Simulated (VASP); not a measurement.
Wanted: the native input for a VASP 6.6.1 run.

```
Task                   : single point
Functional             : PBE
Potentials or basis    : VASP PAW PBE potentials, release 64 (Co, Si)
Cutoff                 : 520 eV
k mesh                 : 13 × 13 × 12
Occupations            : fermi-dirac, width 0.1 eV
Spin                   : collinear spin, ferromagnetic start
Starting moments       : [0.4, 0.0] μB
Dipole correction      : no
Further INCAR settings : ALGO = Normal; EDIFF = 1e-07; NBANDS = 18
```

The structure of CoSi lies in POSCAR:

```
CoSi
1.0
    2.6888170659      0.0000000000      0.0000000000
    0.0000000000      2.6888170659      0.0000000000
    0.0000000000      0.0000000000      2.9760273800
Co Si
1 1
Direct
    0.0000000000      0.0000000000      0.0000000000
    0.5000000000      0.5000000000      0.5000000000
```

This cell differs from its parent crystal: stretched by +7 % along [0.0, 0.0, 1.0] at fixed volume.

These files were run (other wordings do the same):

INCAR

```
SYSTEM = CoSi
  PREC = Accurate
  ENCUT = 520
  EDIFF = 1E-7
  ISMEAR = -1
  SIGMA = 0.1
  LREAL = .False.
  LASPH = .True.
  NELM = 150
  ALGO = Normal
  ISIF = 2
  LWAVE = .False.
  LCHARG = .False.
  ISPIN = 2
  MAGMOM = 0.4 0
  LORBIT = 11
  LMAXMIX = 4
  GGA = PE
  NBANDS = 18
```

KPOINTS

```
regular mesh
0
Gamma
  13 13 12
  0 0 0
```

Potentials or basis: VASP PAW PBE potentials, release 64 (Co, Si).

The run is started by

```console
$ cat potpaw_PBE.64/Co/POTCAR potpaw_PBE.64/Si/POTCAR > POTCAR
$ mpirun -np 1 vasp_std > vasp.out
```

Results of the run:

* Pressure: 0.1 GPa
* Net moment: 0.41 μB per cell
* Site moments: Co +0.42; Si +0.01 μB
* Valence electrons inside the program's atomic spheres: Co 8.61; Si 1.57

Wall time 110 s on 1 thread of AMD EPYC 7R13 Processor (Zen 3), on a shared host, peak memory 0.2 GiB.
